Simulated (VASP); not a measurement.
# CdI2 (P-3m1) in VASP: a series of runs

The runs below take CdI2 through single point, with PBE+D3(BJ).

All numbers are computed with VASP 6.6.1; they aren't measurements. Logs are shortened: lines on timing, memory, paths and dates and some standing lists are left out, and cuts for length are marked.

### 1 The cell of the first run

Symmetry: P-3m1, No. 164, trigonal system. Conventional cell: a = 4.032 Å, b = 4.032 Å, c = 6.859 Å, α = 90.00°, β = 90.00°, γ = 120.00°. Cd (site symmetry -3m) has 6 I at 2.89 Å within 3.8 Å. I (site symmetry 3m) has 3 Cd at 2.89 Å within 3.8 Å.

### 2 Single point, PBE+D3(BJ) (strain -0.050 along x and y, +0.000 along z)

INCAR

```
PREC = Accurate ; ENCUT = 500
EDIFF = 1E-6 ; ISMEAR = 0
SIGMA = 0.05 ; LREAL = False
LASPH = True ; NELM = 120
ALGO = Normal ; ISIF = 2
LWAVE = False ; LCHARG = False
GGA = PE ; IVDW = 12
NBANDS = 20 ; GGA_COMPAT = False
```

KPOINTS

```
regular mesh
0
Gamma
  9 9 4
```

POSCAR

```
CdI2
1.0
    4.0317992540      0.0000000000      0.0000000000
   -2.0158996270      3.4916405769      0.0000000000
    0.0000000000      0.0000000000      6.8590000000
Cd I
1 2
Direct
    0.0000000000      0.0000000000      0.0000000000
    0.3333333333      0.6666666667      0.2492000000
    0.6666666667      0.3333333333      0.7508000000
```

Potentials or basis: VASP PAW PBE potentials, release 64 (Cd, I).

Launch:

```bash
$ cat potpaw_PBE.64/Cd/POTCAR potpaw_PBE.64/I/POTCAR > POTCAR
$ mpirun -np 1 vasp_std > vasp.out
```

OUTCAR:

```text
PREC = Accurate
   ENCUT = 500
   EDIFF = 1E-6
   ISMEAR = 0
   LREAL = False
   LASPH = True
   NELM = 120
   ISIF = 2
   GGA = PE
   IVDW = 12
 IVDW          = 12

 ion  position               nearest neighbor table
   1  0.000  0.000  0.000-   2 2.89   3 2.89   2 2.89   3 2.89   3 2.89   2 2.89
   2  0.333  0.667  0.249-   1 2.89   1 2.89   1 2.89
   3  0.667  0.333  0.751-   1 2.89   1 2.89   1 2.89

  LATTYP: Found a hexagonal cell.
 ALAT       =     4.0317992540
 C/A-ratio  =     1.7012255740

  Lattice vectors:

 A1 = (   4.0317992540,   0.0000000000,   0.0000000000)
 A2 = (  -2.0158996270,   3.4916405769,   0.0000000000)
 A3 = (   0.0000000000,   0.0000000000,   6.8590000000)

Analysis of symmetry for initial positions (statically):
=====================================================================
 Subroutine PRICEL returns:
 Original cell was already a primitive cell.

 Routine SETGRP: Setting up the symmetry group for a
 hexagonal supercell.

 Subroutine GETGRP returns: Found 12 space group operations
 (whereof 12 operations were pure point group operations)
 out of a pool of 24 trial point group operations.

The static configuration has the point symmetry D_3d.

Analysis of symmetry for dynamics (positions and initial velocities):
=====================================================================
 Subroutine PRICEL returns:
 Original cell was already a primitive cell.

 Routine SETGRP: Setting up the symmetry group for a
 hexagonal supercell.

 Subroutine GETGRP returns: Found 12 space group operations
 (whereof 12 operations were pure point group operations)
 out of a pool of 24 trial point group operations.

The dynamic configuration has the point symmetry D_3d.

 Subroutine INISYM returns: Found 12 space group operations
 (whereof 12 operations are pure point group operations),
 and found     1 'primitive' translations

----------------------------------------------------------------------------------------

                                     Primitive cell

  volume of cell :      96.5582

  direct lattice vectors                    reciprocal lattice vectors
     4.031799254  0.000000000  0.000000000     0.248028222  0.143199161  0.000000000
    -2.015899627  3.491640577  0.000000000     0.000000000  0.286398321  0.000000000
     0.000000000  0.000000000  6.859000000     0.000000000  0.000000000  0.145793847

  length of vectors
     4.031799254  4.031799254  6.859000000     0.286398321  0.286398321  0.145793847

  position of ions in fractional coordinates (direct lattice)
     0.000000000  0.000000000  0.000000000
     0.333333333  0.666666667  0.249200000
     0.666666667  0.333333333  0.750800000

  ion indices of the primitive-cell ions
   primitive index   ion index
                 1           1
                 2           2
                 3           3

----------------------------------------------------------------------------------------

 KPOINTS: regular mesh

Automatic generation of k-mesh.
 Grid dimensions read from file:
 generate k-points for:    9    9    4

 Generating k-lattice:

  Cartesian coordinates                     Fractional coordinates (reciprocal lattice)
     0.027558691  0.015911018  0.000000000     0.111111111 -0.000000000  0.000000000
     0.000000000  0.031822036  0.000000000     0.000000000  0.111111111  0.000000000
     0.000000000  0.000000000  0.036448462     0.000000000  0.000000000  0.250000000

  Length of vectors
     0.031822036  0.031822036  0.036448462

  Shift w.r.t. Gamma in fractional coordinates (k-lattice)
     0.000000000  0.000000000  0.000000000

 Subroutine IBZKPT returns following result:
 ===========================================

 Found     43 irreducible k-points:

 Following reciprocal coordinates:
            Coordinates               Weight
  0.000000  0.000000  0.000000      1.000000
  0.111111 -0.000000  0.000000      6.000000
  0.222222 -0.000000  0.000000      6.000000
  0.333333 -0.000000  0.000000      6.000000
  0.444444 -0.000000  0.000000      6.000000
  0.111111  0.111111  0.000000      6.000000
[... 16 lines left out ...]
  0.222222  0.111111  0.250000     12.000000
 -0.111111  0.333333  0.250000     12.000000
 [... further k-points ...]
   k-points           NKPTS =     43   k-points in BZ     NKDIM =     43   number of bands    NBANDS=     20
   number of dos      NEDOS =    301   number of ions     NIONS =      3
   total plane-waves  NPLWV =  45000
   dimension x,y,z NGX =    30 NGY =   30 NGZ =   50
   dimension x,y,z NGXF=    60 NGYF=   60 NGZF=  100
   ions per type =               1   2
   NGX,Y,Z   is equivalent  to a cutoff of  12.37, 12.37, 12.12 a.u.
   NGXF,Y,Z  is equivalent  to a cutoff of  24.74, 24.74, 24.24 a.u.
 SYSTEM =  unknown system
   PREC   = accura    normal or accurate (medium, high low for compatibility)
   ISTART =      0    job   : 0-new  1-cont  2-samecut
   ICHARG =      2    charge: 1-file 2-atom 10-const
   ISPIN  =      1    spin polarized calculation?
   LNONCOLLINEAR =      F non collinear calculations
   LSORBIT =      F    spin-orbit coupling
   LASPH  =      T    aspherical Exc in radial PAW
   ENCUT  =  500.0 eV  36.75 Ry    6.06 a.u.   7.35  7.35 12.51*2*pi/ulx,y,z
   NELM   =    120;   NELMIN=  2; NELMDL= -5     # of ELM steps
   EDIFF  = 0.1E-05   stopping-criterion for ELM
   LREAL  =      F    real-space projection
   EDIFFG = 0.1E-04   stopping-criterion for IOM
   NSW    =      0    number of steps for IOM
   IBRION =     -1    ionic relax: 0-MD 1-quasi-New 2-CG
   NFREE  =      0    steps in history (QN), initial steepest desc. (CG)
   ISIF   =      2    stress and relaxation
   ISYM   =      2    0-nonsym 1-usesym 2-fastsym
   POTIM  = 0.5000    time-step for ionic-motion
   TEBEG  =    0.0;   TEEND  =   0.0 temperature during run
   PSTRESS=    0.0 pullay stress
   NELECT =      26.0000    total number of electrons
   NUPDOWN=      -1.0000    fix difference up-down
   EMIN   =  10.00;   EMAX   =-10.00  energy-range for DOS
   EFERMI =   0.00;   METHOD = LEGACY
   ISMEAR =     0;   SIGMA  =   0.05  broadening in eV -4-tet -1-fermi 0-gaus
   EFERMI_NEDOS =   21; number of points for ismear=-14 and -15
   IALGO  =     38    algorithm
   IMIX   =      4    mixing-type and parameters
     AMIX     =   0.40;   BMIX     =  1.00
     AMIX_MAG =   1.60;   BMIX_MAG =  1.00
  volume/ion in A,a.u.               =      32.19       217.20
  Fermi-wavevector in a.u.,A,eV,Ry     =   1.057149  1.997722 15.205381  1.117564
  Thomas-Fermi vector in A             =   2.192411
   LORBIT       =      0    0 simple, 1 ext, 2 COOP (PROOUT), +10 PAW based schemes
   GGA     = PE    functional components
   LHFCALC =     F    Hartree Fock is set to
   AEXX    =    0.0000 exact exchange contribution
   IVDW    =    12    specifies the selected vdW correction
   LEPSILON=     F    determine dielectric tensor
   LRPA    =     F    only Hartree local field effects (RPA)
 non-spin polarized calculation
 Gauss-broadening in eV      SIGMA  =   0.05
  energy-cutoff  :      500.00
  volume of cell :       96.56
 maximum number of plane-waves:      2491
 NGX is ok and might be reduce to    30
   NGX = 15   NGY = 15   NGZ = 25

 number of electron      26.0000002 magnetization

 Free energy of the ion-electron system (eV)
  ---------------------------------------------------
  ext. energy  EPLUGINS =         0.00000000
  ---------------------------------------------------
  free energy    TOTEN  =        -5.19231592 eV

  energy without entropy =       -5.19231592  energy(sigma->0) =       -5.19231592

 E-fermi :   3.4258     XC(G=0):  -9.0361

 val. band max:        3.2181635990   @ k =   0.0000   0.0000   0.5000
 cond. band min:       5.5229343504   @ k =   0.4444  -0.0000   0.5000
 fundamental gap:      2.3047707514
 Fermi energy:         3.4258132694

 k-point     1 :       0.0000    0.0000    0.0000
  band No.  band energies     occupation
      1      -9.6210      2.00000
      2      -8.7760      2.00000
      3      -4.7878      2.00000
      4      -4.7878      2.00000
      5      -4.6636      2.00000
      6      -4.5237      2.00000
[... 12 lines left out ...]
     19      12.3966      0.00000
     20      12.3966      0.00000

 k-point     2 :       0.1111   -0.0000    0.0000
  band No.  band energies     occupation
      1      -9.5386      2.00000
      2      -8.7562      2.00000
      3      -4.7739      2.00000
      4      -4.7551      2.00000
      5      -4.6421      2.00000
      6      -4.5284      2.00000
[... 12 lines left out ...]
     19      11.5774      0.00000
     20      11.9930      0.00000

 k-point     3 :       0.2222   -0.0000    0.0000
  band No.  band energies     occupation
      1      -9.3136      2.00000
      2      -8.7080      2.00000
      3      -4.7478      2.00000
      4      -4.6857      2.00000
      5      -4.5784      2.00000
      6      -4.5278      2.00000
[... 12 lines left out ...]
     19      11.1827      0.00000
     20      12.1154      0.00000

 k-point     4 :       0.3333   -0.0000    0.0000
  band No.  band energies     occupation
      1      -9.0181      2.00000
      2      -8.6609      2.00000
      3      -4.7363      2.00000
      4      -4.6624      2.00000
      5      -4.5451      2.00000
      6      -4.4686      2.00000
[... 12 lines left out ...]
     19      11.8071      0.00000
     20      12.3056      0.00000

 k-point     5 :       0.4444   -0.0000    0.0000
  band No.  band energies     occupation
      1      -8.7729      2.00000
      2      -8.6577      2.00000
      3      -4.7377      2.00000
      4      -4.6774      2.00000
      5      -4.5402      2.00000
      6      -4.4322      2.00000
[... 12 lines left out ...]
     19      12.1923      0.00000
     20      12.7031      0.00000

 k-point     6 :       0.1111    0.1111    0.0000
  band No.  band energies     occupation
      1      -9.3847      2.00000
      2      -8.7221      2.00000
      3      -4.7564      2.00000
      4      -4.6952      2.00000
      5      -4.6063      2.00000
      6      -4.5285      2.00000
[... 12 lines left out ...]
     19      10.9276      0.00000
     20      12.1248      0.00000

 k-point     7 :       0.2222    0.1111    0.0000
  band No.  band energies     occupation
      1      -9.1227      2.00000
      2      -8.6731      2.00000
      3      -4.7374      2.00000
      4      -4.6427      2.00000
      5      -4.5549      2.00000
      6      -4.4955      2.00000
[... 12 lines left out ...]
     19      10.8836      0.00000
     20      12.4511      0.00000
[... 277 lines left out ...]
 k-point    20 :       0.4444   -0.0000    0.2500
  band No.  band energies     occupation
      1      -8.7397      2.00000
      2      -8.6894      2.00000
      3      -4.7385      2.00000
      4      -4.6796      2.00000
      5      -4.5322      2.00000
      6      -4.4322      2.00000
[... 12 lines left out ...]
     19      12.0372      0.00000
     20      13.8771      0.00000

 k-point    21 :       0.0000    0.4444    0.2500
  band No.  band energies     occupation
      1      -8.8079      2.00000
      2      -8.6145      2.00000
      3      -4.7389      2.00000
      4      -4.6819      2.00000
      5      -4.5378      2.00000
      6      -4.4322      2.00000
[... 12 lines left out ...]
     19      11.6133      0.00000
     20      13.6897      0.00000

 k-point    22 :       0.1111    0.1111    0.2500
  band No.  band energies     occupation
      1      -9.3186      2.00000
      2      -8.8081      2.00000
      3      -4.7556      2.00000
      4      -4.7090      2.00000
      5      -4.6011      2.00000
      6      -4.5316      2.00000
[... 12 lines left out ...]
     19      11.3615      0.00000
     20      11.6685      0.00000

 k-point    23 :       0.2222    0.1111    0.2500
  band No.  band energies     occupation
      1      -9.0604      2.00000
      2      -8.7457      2.00000
      3      -4.7352      2.00000
      4      -4.6456      2.00000
      5      -4.5540      2.00000
      6      -4.5003      2.00000
[... 12 lines left out ...]
     19      11.3912      0.00000
     20      12.3024      0.00000

 k-point    24 :      -0.1111    0.3333    0.2500
  band No.  band energies     occupation
      1      -9.0790      2.00000
      2      -8.7217      2.00000
      3      -4.7357      2.00000
      4      -4.6563      2.00000
      5      -4.5527      2.00000
      6      -4.5089      2.00000
[... 12 lines left out ...]
     19      10.9500      0.00000
     20      12.0854      0.00000

 [... further k-points ...]

------------------------ aborting loop because EDIFF is reached ----------------------------------------

 Edisp (eV)   -1.11256

 E8    (eV) :    -0.4989

  FORCE on cell =-STRESS in cart. coord.  units (eV):
  Direction    XX          YY          ZZ          XY          YZ          ZX
  --------------------------------------------------------------------------------------
  -------------------------------------------------------------------------------------
  Total       3.39352     3.39352     2.49911     0.00000     0.00000     0.00000
  in kB      56.30814    56.30814    41.46736     0.00000     0.00000     0.00000
  external pressure =       51.36 kB  Pullay stress =        0.00 kB

 VOLUME and BASIS-vectors are now :
 -----------------------------------------------------------------------------
  energy-cutoff  :      500.00
  volume of cell :       96.56
      direct lattice vectors                 reciprocal lattice vectors
     4.031799254  0.000000000  0.000000000     0.248028222  0.143199161  0.000000000
    -2.015899627  3.491640577  0.000000000     0.000000000  0.286398321  0.000000000
     0.000000000  0.000000000  6.859000000     0.000000000  0.000000000  0.145793847

 POSITION                                       TOTAL-FORCE (eV/Angst)
 -----------------------------------------------------------------------------------
      0.00000      0.00000      0.00000         0.000000      0.000000      0.000000
     -0.00000      2.32776      1.70926        -0.000000      0.000000      0.733097
      2.01590      1.16388      5.14974         0.000000     -0.000000     -0.733097
 -----------------------------------------------------------------------------------
    total drift:                                0.000000     -0.000000      0.000000

  FREE ENERGIE OF THE ION-ELECTRON SYSTEM (eV)
  ---------------------------------------------------
  free  energy   TOTEN  =        -6.3048774985 eV

  energy  without entropy=       -6.3048774985  energy(sigma->0) =       -6.30487750
```

Wall time 58 s (1 thread of Intel Xeon Platinum 8375C at 2.90GHz (Ice Lake), shared host); peak memory 0.25 GiB.

What came out:

| Item | Value |
| --- | --- |
| Free energy | -6.3049 eV |
| Pressure | 5.1 GPa |
| Largest force | 0.733 eV/Å |
| Band gap on the k mesh | 2.30 eV (least direct gap 2.73 eV) |
| Dispersion energy per atom | -0.371 eV |

Forces in eV/Å, atoms in the order of the input:
```
Cd   0.000  0.000  0.000
I    0.000  0.000  0.733
I    0.000  0.000 -0.733
```

Stress tensor (GPa, compression positive):
```
5.63 0.00 0.00
0.00 5.63 0.00
0.00 0.00 4.15
```

Levels at points of the mesh, in eV from the valence-band top:
```tsv
k point	band 9	band 10	band 11	band 12	band 13	band 14	band 15	band 16	band 17	band 18
(0.00, 0.00, 0.00)	-0.58	-0.40	-0.40	-0.15	-0.15	2.79	4.45	6.41	6.41	7.97
(0.00, 0.00, 0.50)	-2.23	-0.52	-0.52	0.00	0.00	4.09	4.54	6.22	6.22	7.65
```

Caveat: the cell differs from its parent crystal (strain -0.050 along x and y, +0.000 along z); the cell stands under pressure; spin-orbit coupling is left out, which moves the levels of the heavy elements; an odd mesh through Γ misses points on the zone boundary, where band edges can lie.

### 3 Single point, PBE+D3(BJ) (strain -0.025 along x and y, -0.050 along z)

INCAR is that of step 2.

KPOINTS

```
Automatic mesh
0
Gamma
  9 9 4
```

POSCAR

```
CdI2
1.0
    4.1378992343      0.0000000000      0.0000000000
   -2.0689496171      3.5835258553      0.0000000000
    0.0000000000      0.0000000000      6.5160500000
Cd I
1 2
Direct
    0.0000000000      0.0000000000      0.0000000000
    0.3333333333      0.6666666667      0.2492000000
    0.6666666667      0.3333333333      0.7508000000
```

Potentials or basis: VASP PAW PBE potentials, release 64 (Cd, I).

Launch:

```bash
$ cat potpaw_PBE.64/Cd/POTCAR potpaw_PBE.64/I/POTCAR > POTCAR
$ mpirun -np 1 vasp_std > vasp.out
```

OUTCAR:

```text
PREC = Accurate
   ENCUT = 500
   EDIFF = 1E-6
   ISMEAR = 0
   LREAL = False
   LASPH = True
   NELM = 120
   ISIF = 2
   GGA = PE
   IVDW = 12
 IVDW          = 12

 ion  position               nearest neighbor table
   1  0.000  0.000  0.000-   2 2.89   3 2.89   3 2.89   2 2.89   3 2.89   2 2.89
   2  0.333  0.667  0.249-   1 2.89   1 2.89   1 2.89
   3  0.667  0.333  0.751-   1 2.89   1 2.89   1 2.89

  LATTYP: Found a hexagonal cell.
 ALAT       =     4.1378992343
 C/A-ratio  =     1.5747241852

  Lattice vectors:

[... 743 lines left out ...]

 Edisp (eV)   -1.10836

 E8    (eV) :    -0.4966

  FORCE on cell =-STRESS in cart. coord.  units (eV):
  Direction    XX          YY          ZZ          XY          YZ          ZX
  --------------------------------------------------------------------------------------
  -------------------------------------------------------------------------------------
  Total       2.88916     2.88916     3.24784     0.00000     0.00000     0.00000
  in kB      47.90791    47.90791    53.85559     0.00000     0.00000     0.00000
  external pressure =       49.89 kB  Pullay stress =        0.00 kB

 VOLUME and BASIS-vectors are now :
 -----------------------------------------------------------------------------
  energy-cutoff  :      500.00
  volume of cell :       96.62
      direct lattice vectors                 reciprocal lattice vectors
     4.137899234  0.000000000  0.000000000     0.241668524  0.139527387  0.000000000
    -2.068949617  3.583525855  0.000000000     0.000000000  0.279054775  0.000000000
     0.000000000  0.000000000  6.516050000     0.000000000  0.000000000  0.153467208

 POSITION                                       TOTAL-FORCE (eV/Angst)
 -----------------------------------------------------------------------------------
      0.00000      0.00000      0.00000         0.000000      0.000000      0.000000
     -0.00000      2.38902      1.62380        -0.000000      0.000000      0.878124
      2.06895      1.19451      4.89225        -0.000000      0.000000     -0.878124
 -----------------------------------------------------------------------------------
    total drift:                                0.000000     -0.000000      0.000000

  FREE ENERGIE OF THE ION-ELECTRON SYSTEM (eV)
  ---------------------------------------------------
  free  energy   TOTEN  =        -6.3192385422 eV

  energy  without entropy=       -6.3192385422  energy(sigma->0) =       -6.31923854
```

Wall time 56 s (1 thread of Intel Xeon Platinum 8375C at 2.90GHz (Ice Lake), shared host); peak memory 0.25 GiB.

What came out:

```
Free energy                : -6.3192 eV
Pressure                   : 5.0 GPa
Largest force              : 0.878 eV/Å
Band gap on the k mesh     : 2.51 eV (least direct gap 2.84 eV)
Dispersion energy per atom : -0.369 eV
```

Forces on the atoms (eV/Å):
```
Cd   0.000  0.000  0.000
I    0.000  0.000  0.878
I    0.000  0.000 -0.878
```

Caveat: the cell differs from its parent crystal (strain -0.025 along x and y, -0.050 along z); the cell stands under pressure; spin-orbit coupling is left out, which moves the levels of the heavy elements; an odd mesh through Γ misses points on the zone boundary, where band edges can lie.
